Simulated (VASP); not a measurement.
The system is Ge.

```
Ge
1.0
    -2.49590    2.65086    1.43695
     2.49590   -2.65086    1.43695
     2.49590    2.65086   -1.43695
Ge
2
Direct
  0.68594 0.93594 0.75000
  0.31406 0.06406 0.25000
```

Base run:

* Program: VASP 6.6.1
* Functional: PBEsol
* Potentials or basis: VASP PAW PBE potentials, release 64 (Ge_d)
* Cutoff: 500 eV
* k mesh: 7 × 7 × 7
* Occupations: fermi-dirac, width 0.15 eV
* Spin: no spin polarisation

Its results: band gap on the k mesh zero (bands 14 and 15 overlap by 4.48 eV); pressure -2.8 GPa; largest force 0.054 eV/Å.

After a change of settings the same cell gave: band gap on the k mesh zero (bands 14 and 15 overlap by 4.27 eV); pressure -1.8 GPa; largest force 0.084 eV/Å. Which change was it?
A. k mesh from 7 × 7 × 7 to 8 × 8 × 8
B. k mesh from 7 × 7 × 7 to 5 × 5 × 5
C. k mesh from 7 × 7 × 7 to 4 × 4 × 4

B.

Caveats: some runs use coarse meshes; the PAW data sets were made with another functional, which shifts forces and pressure a little.
